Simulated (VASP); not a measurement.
BaS:

```
CELL_PARAMETERS angstrom
0.00000 3.19375 3.19375
3.19375 0.00000 3.19375
3.19375 3.19375 0.00000
ATOMIC_POSITIONS crystal
Ba 0.00000 0.00000 0.00000
S 0.50000 0.50000 0.50000
```

- Program: VASP 6.6.1
- Task: relaxation of cell and atoms
- Functional: RPBE
- Dispersion: D4
- Potentials or basis: VASP PAW PBE potentials, release 64 (Ba_sv, S)
- Cutoff: 600 eV
- k mesh: 7 × 7 × 7
- Occupations: fermi-dirac, width 0.05 eV
- Spin: no spin polarisation

At the start: pressure 1.1 GPa; volume 32.58 Å³/atom.

Problem. How do energy, volume and symmetry change on relaxing?

Solution. Over 3 steps the energy falls by 2.7 meV/atom and the volume is 33.40 Å³/atom (+2.5 %); space group Fm-3m (No. 225, to 0.05 Å).

The path:
| step | energy change (eV) | largest force (eV/Å) | pressure (GPa) | volume (Å³) |
| --- | --- | --- | --- | --- |
| 1 | 0.0000 | 0.0000 | 1.07 | 65.15 |
| 2 | -0.0050 | 0.0000 | -0.25 | 67.22 |
| 3 | -0.0053 | 0.0000 | 0.00 | 66.80 |

Final structure:
```yaml
crystal:
  lattice:
    - [0.00000, 3.22039, 3.22039]
    - [3.22039, 0.00000, 3.22039]
    - [3.22039, 3.22039, 0.00000]
  atoms:
    - { symbol: Ba, position: [0.00000, 0.00000, 0.00000] }
    - { symbol: S, position: [0.50000, 0.50000, 0.50000] }
```

Caveat: the PAW data sets were made with another functional, which shifts forces and pressure a little.
